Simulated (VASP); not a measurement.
# In (I4/mmm) in VASP: notebook

Runs on In. Level: PBEsol. Tasks: single point.

Program: VASP 6.6.1. These are calculated values, not measurements. Logs are shortened: lines on timing, memory, paths and dates and some standing lists are left out, and cuts for length are marked.

**1. The cell of the first run**

It takes space group I4/mmm (No. 139, tetragonal). The conventional cell has a = 3.344 Å, b = 3.344 Å, c = 4.680 Å, α = 90.00°, β = 90.00°, γ = 90.00°. Within 4.4 Å of In (site symmetry 4/mmm) lie 12 In at 3.33 to 3.34 Å.

**2. Single point, PBEsol**

The input, INCAR:

```
SYSTEM = In
ALGO     = Fast           ! electronic algorithm
EDIFF    = 1E-7           ! SCF threshold, eV
ENCUT    = 520            ! plane-wave cutoff, eV
GGA      = PS             ! functional
ISIF     = 2              ! what is computed and relaxed
ISMEAR   = 0              ! smearing method
LASPH    = .True.         ! aspherical terms in the spheres
LCHARG   = .False.        ! write CHGCAR
LREAL    = .False.        ! projectors in reciprocal space
LWAVE    = .False.        ! write WAVECAR
NBANDS   = 12             ! bands
NELM     = 80             ! most SCF steps
PREC     = Accurate       ! precision mode
SIGMA    = 0.15           ! smearing width, eV
```

The input, KPOINTS:

```
k-points
0
Gamma
  22 22 22
  0 0 0
```

The input, POSCAR:

```
In
1.0
   -1.6719809607      1.6719809607      2.3401811111
    1.6719809607     -1.6719809607      2.3401811111
    1.6719809607      1.6719809607     -2.3401811111
In
1
Direct
    0.0000000000      0.0000000000      0.0000000000
```

Potentials or basis: VASP PAW PBE potentials, release 64 (In_d).

Run with:

```sh
$ cat potpaw_PBE.64/In_d/POTCAR > POTCAR
$ mpirun -np 1 vasp_std > vasp.out
```

OUTCAR:

```text
SYSTEM = In
   EDIFF = 1E-7
   ENCUT = 520
   GGA = PS
   ISIF = 2
   ISMEAR = 0
   LASPH = .True.
   LREAL = .False.
   NELM = 80
   PREC = Accurate

 ion  position               nearest neighbor table
   1  0.000  0.000  0.000-

  LATTYP: Found a body centered tetragonal cell.
 ALAT       =     3.3439619214
 C/A-ratio  =     1.3996457891

  Lattice vectors:

 A1 = (  -1.6719809607,   1.6719809607,   2.3401811111)
 A2 = (   1.6719809607,  -1.6719809607,   2.3401811111)
 A3 = (   1.6719809607,   1.6719809607,  -2.3401811111)

Analysis of symmetry for initial positions (statically):
=====================================================================
 Subroutine PRICEL returns:
 Original cell was already a primitive cell.

 Routine SETGRP: Setting up the symmetry group for a
 body centered tetragonal supercell.

 Subroutine GETGRP returns: Found 16 space group operations
 (whereof 16 operations were pure point group operations)
 out of a pool of 16 trial point group operations.

The static configuration has the point symmetry D_4h.

Analysis of symmetry for dynamics (positions and initial velocities):
=====================================================================
 Subroutine PRICEL returns:
 Original cell was already a primitive cell.

 Routine SETGRP: Setting up the symmetry group for a
 body centered tetragonal supercell.

 Subroutine GETGRP returns: Found 16 space group operations
 (whereof 16 operations were pure point group operations)
 out of a pool of 16 trial point group operations.

The dynamic configuration has the point symmetry D_4h.

 Subroutine INISYM returns: Found 16 space group operations
 (whereof 16 operations are pure point group operations),
 and found     1 'primitive' translations

----------------------------------------------------------------------------------------

                                     Primitive cell

  volume of cell :      26.1681

  direct lattice vectors                    reciprocal lattice vectors
    -1.671980961  1.671980961  2.340181111     0.000000000  0.299046467  0.213658677
     1.671980961 -1.671980961  2.340181111     0.299046467  0.000000000  0.213658677
     1.671980961  1.671980961 -2.340181111     0.299046467  0.299046467  0.000000000

  length of vectors
     3.326783476  3.326783476  3.326783476     0.367530706  0.367530706  0.422915570

  position of ions in fractional coordinates (direct lattice)
     0.000000000  0.000000000  0.000000000

  ion indices of the primitive-cell ions
   primitive index   ion index
                 1           1

----------------------------------------------------------------------------------------

 KPOINTS: k-points

Automatic generation of k-mesh.
 Grid dimensions read from file:
 generate k-points for:   22   22   22

 Generating k-lattice:

  Cartesian coordinates                     Fractional coordinates (reciprocal lattice)
     0.000000000  0.013593021  0.009711758     0.045454545  0.000000000  0.000000000
     0.013593021  0.000000000  0.009711758     0.000000000  0.045454545  0.000000000
     0.013593021  0.013593021  0.000000000     0.000000000  0.000000000  0.045454545

  Length of vectors
     0.016705941  0.016705941  0.019223435

  Shift w.r.t. Gamma in fractional coordinates (k-lattice)
     0.000000000  0.000000000  0.000000000

 Subroutine IBZKPT returns following result:
 ===========================================

 Found    834 irreducible k-points:

 Following reciprocal coordinates:
            Coordinates               Weight
  0.000000  0.000000  0.000000      1.000000
  0.045455  0.000000  0.000000      8.000000
  0.090909  0.000000  0.000000      8.000000
  0.136364  0.000000 -0.000000      8.000000
  0.181818  0.000000  0.000000      8.000000
  0.227273  0.000000  0.000000      8.000000
[... 16 lines left out ...]
  0.500000  0.045455 -0.000000     16.000000
 -0.454545  0.045455  0.000000     16.000000
 [... further k-points ...]
   k-points           NKPTS =    834   k-points in BZ     NKDIM =    834   number of bands    NBANDS=     12
   number of dos      NEDOS =    301   number of ions     NIONS =      1
   total plane-waves  NPLWV =  21952
   dimension x,y,z NGX =    28 NGY =   28 NGZ =   28
   dimension x,y,z NGXF=    56 NGYF=   56 NGZF=   56
   ions per type =               1
   NGX,Y,Z   is equivalent  to a cutoff of  13.99, 13.99, 13.99 a.u.
   NGXF,Y,Z  is equivalent  to a cutoff of  27.98, 27.98, 27.98 a.u.
 SYSTEM =  In
   PREC   = accura    normal or accurate (medium, high low for compatibility)
   ISTART =      0    job   : 0-new  1-cont  2-samecut
   ICHARG =      2    charge: 1-file 2-atom 10-const
   ISPIN  =      1    spin polarized calculation?
   LNONCOLLINEAR =      F non collinear calculations
   LSORBIT =      F    spin-orbit coupling
   LASPH  =      T    aspherical Exc in radial PAW
   ENCUT  =  520.0 eV  38.22 Ry    6.18 a.u.   6.19  6.19  6.19*2*pi/ulx,y,z
   NELM   =     80;   NELMIN=  2; NELMDL= -5     # of ELM steps
   EDIFF  = 0.1E-06   stopping-criterion for ELM
   LREAL  =      F    real-space projection
   EDIFFG = 0.1E-05   stopping-criterion for IOM
   NSW    =      0    number of steps for IOM
   IBRION =     -1    ionic relax: 0-MD 1-quasi-New 2-CG
   NFREE  =      0    steps in history (QN), initial steepest desc. (CG)
   ISIF   =      2    stress and relaxation
   ISYM   =      2    0-nonsym 1-usesym 2-fastsym
   POTIM  = 0.5000    time-step for ionic-motion
   TEBEG  =    0.0;   TEEND  =   0.0 temperature during run
   PSTRESS=    0.0 pullay stress
   NELECT =      13.0000    total number of electrons
   NUPDOWN=      -1.0000    fix difference up-down
   EMIN   =  10.00;   EMAX   =-10.00  energy-range for DOS
   EFERMI =   0.00;   METHOD = LEGACY
   ISMEAR =     0;   SIGMA  =   0.15  broadening in eV -4-tet -1-fermi 0-gaus
   EFERMI_NEDOS =   21; number of points for ismear=-14 and -15
   IALGO  =     68    algorithm
   IMIX   =      4    mixing-type and parameters
     AMIX     =   0.40;   BMIX     =  1.00
     AMIX_MAG =   1.60;   BMIX_MAG =  1.00
  volume/ion in A,a.u.               =      26.17       176.59
  Fermi-wavevector in a.u.,A,eV,Ry     =   1.296578  2.450177 22.872944  1.681114
  Thomas-Fermi vector in A             =   2.428025
   LORBIT       =      0    0 simple, 1 ext, 2 COOP (PROOUT), +10 PAW based schemes
   GGA     = PS    functional components
   LHFCALC =     F    Hartree Fock is set to
   AEXX    =    0.0000 exact exchange contribution
   IVDW    =     0    specifies the selected vdW correction
   LEPSILON=     F    determine dielectric tensor
   LRPA    =     F    only Hartree local field effects (RPA)
 non-spin polarized calculation
 RMM-DIIS sequential band-by-band and
 Gauss-broadening in eV      SIGMA  =   0.15
  energy-cutoff  :      520.00
  volume of cell :       26.17
 maximum number of plane-waves:       725
 NGX is ok and might be reduce to    28
   NGX = 13   NGY = 13   NGZ = 13

 number of electron      13.0000004 magnetization

 Free energy of the ion-electron system (eV)
  ---------------------------------------------------
  ext. energy  EPLUGINS =         0.00000000
  ---------------------------------------------------
  free energy    TOTEN  =        -2.98409591 eV

  energy without entropy =       -2.97836854  energy(sigma->0) =       -2.98123223

 E-fermi :   7.3546     XC(G=0): -10.4044

 val. band max:        7.3340406858   @ k =   0.5000   0.2273   0.0455
 cond. band min:       7.3549049233   @ k =  -0.2727   0.4545   0.0455
 fundamental gap:      0.0208642375
 Fermi energy:         7.3546099290

 k-point     1 :       0.0000    0.0000    0.0000
  band No.  band energies     occupation
      1      -7.1943      2.00000
      2      -7.1943      2.00000
      3      -7.1803      2.00000
      4      -7.0230      2.00000
      5      -7.0091      2.00000
      6      -2.2102      2.00000
      7      17.8817      0.00000
      8      17.9091      0.00000
      9      17.9091      0.00000
     10      18.8795      0.00000
     11      21.3355      0.00000
     12      21.3471      0.00000

 k-point     2 :       0.0455    0.0000    0.0000
  band No.  band energies     occupation
      1      -7.1936      2.00000
      2      -7.1906      2.00000
      3      -7.1779      2.00000
      4      -7.0234      2.00000
      5      -7.0098      2.00000
      6      -2.1651      2.00000
      7      17.2522      0.00000
      8      17.8084      0.00000
      9      17.8183      0.00000
     10      18.7571      0.00000
     11      21.4847      0.00000
     12      21.4894      0.00000

 k-point     3 :       0.0909    0.0000    0.0000
  band No.  band energies     occupation
      1      -7.1937      2.00000
      2      -7.1803      2.00000
      3      -7.1696      2.00000
      4      -7.0238      2.00000
      5      -7.0110      2.00000
      6      -2.0292      2.00000
      7      15.8589      0.00000
      8      17.5848      0.00000
      9      17.5943      0.00000
     10      18.6803      0.00000
     11      21.8790      0.00000
     12      21.8923      0.00000
[... 286 lines left out ...]
 k-point    23 :       0.5000    0.0455   -0.0000
  band No.  band energies     occupation
      1      -7.2539      2.00000
      2      -7.1865      2.00000
      3      -7.1691      2.00000
      4      -6.8674      2.00000
      5      -6.8592      2.00000
      6       2.9397      2.00000
      7       4.1239      2.00000
      8      15.2709      0.00000
      9      15.6031      0.00000
     10      17.8393      0.00000
     11      20.1606      0.00000
     12      20.4741      0.00000

 k-point    24 :      -0.4545    0.0455    0.0000
  band No.  band energies     occupation
      1      -7.2512      2.00000
      2      -7.1839      2.00000
      3      -7.1655      2.00000
      4      -6.8803      2.00000
      5      -6.8636      2.00000
      6       2.1424      2.00000
      7       5.0709      2.00000
      8      15.4190      0.00000
      9      15.5651      0.00000
     10      17.8318      0.00000
     11      20.3482      0.00000
     12      20.4417      0.00000

 [... further k-points ...]
[... 5 lines left out ...]
  --------------------------------------------------------------------------------------
  -------------------------------------------------------------------------------------
  Total       -0.1457608     -0.1457608     -0.1853021      0.0000000      0.0000000      0.0000000
  in kB       -8.9244033     -8.9244033    -11.3453746      0.0000000      0.0000000      0.0000000
  external PRESSURE =      -9.7313937 kB  Pullay stress =       0.0000000 kB

 VOLUME and BASIS-vectors are now :
 -----------------------------------------------------------------------------
  energy-cutoff  :      520.00
  volume of cell :       26.17
      direct lattice vectors                 reciprocal lattice vectors
    -1.671980961  1.671980961  2.340181111     0.000000000  0.299046467  0.213658677
     1.671980961 -1.671980961  2.340181111     0.299046467  0.000000000  0.213658677
     1.671980961  1.671980961 -2.340181111     0.299046467  0.299046467  0.000000000

 POSITION                                       TOTAL-FORCE (eV/Angst)
 -----------------------------------------------------------------------------------
      0.00000      0.00000      0.00000         0.000000      0.000000      0.000000
 -----------------------------------------------------------------------------------
    total drift:                               -0.000000     -0.000000     -0.000000

  FREE ENERGIE OF THE ION-ELECTRON SYSTEM (eV)
  ---------------------------------------------------
  free  energy   TOTEN  =        -2.9840959092 eV

  energy  without entropy=       -2.9783685409  energy(sigma->0) =       -2.98123223
```

Run time: 12 min. Hardware: 1 thread of Intel Xeon 8259CL, shared host; peak memory 0.36 GiB.

Results:

- Free energy: -2.9841 eV
- Pressure: -1.0 GPa
- Band gap on the k mesh: zero (an odd number of electrons rules out a gap without spin polarisation)

Caveat: the PAW data sets were made with another functional, which shifts forces and pressure a little; spin-orbit coupling is left out, which moves the levels of the heavy elements.

**3. Single point, PBEsol**

The input, INCAR:

```
ALGO = Fast
EDIFF = 1E-7
ENCUT = 520
GGA = PS
ISIF = 2
ISMEAR = 0
LASPH = T
LCHARG = F
LREAL = F
LWAVE = F
NBANDS = 12
NELM = 60
PREC = Accurate
SIGMA = 0.15
```

The input, KPOINTS:

```
k-points
0
Gamma
  22 22 22
```

The input, POSCAR:

```
In
1.0
   -1.6484287959      1.6484287959      2.4075301803
    1.6484287959     -1.6484287959      2.4075301803
    1.6484287959      1.6484287959     -2.4075301803
In
1
Direct
    0.0000000000      0.0000000000      0.0000000000
```

Potentials or basis: VASP PAW PBE potentials, release 64 (In_d).

Run with:

```sh
$ cat potpaw_PBE.64/In_d/POTCAR > POTCAR
$ mpirun -np 1 vasp_std > vasp.out
```

Run time: 12 min. Hardware: 1 thread of Intel Xeon 8259CL, shared host; peak memory 0.37 GiB.

The run converged. Its results:

```
Free energy            : -2.9849 eV
Pressure               : -1.0 GPa
Band gap on the k mesh : zero (an odd number of electrons rules out a gap without spin polarisation)
```

Stress tensor (GPa, compression positive):
```
-1.10  0.00  0.00
 0.00 -1.10  0.00
 0.00  0.00 -0.78
```

Levels at points of the mesh, in eV from the Fermi level:
```csv
k point,band 3,band 4,band 5,band 6,band 7,band 8,band 9,band 10
"(0.00, 0.00, 0.00)",-14.54,-14.40,-14.36,-9.57,10.52,10.52,10.60,11.53
"(0.50, 0.00, 0.00)",-14.52,-14.23,-14.21,-4.34,-3.40,8.03,8.70,10.89
"(0.50, 0.50, 0.00)",-14.23,-14.20,-14.16,-2.12,-1.93,3.78,3.96,7.19
"(0.50, 0.50, 0.50)",-14.23,-14.19,-14.19,-2.49,-2.45,4.31,4.31,7.71
```

Caveat: the PAW data sets were made with another functional, which shifts forces and pressure a little; spin-orbit coupling is left out, which moves the levels of the heavy elements.
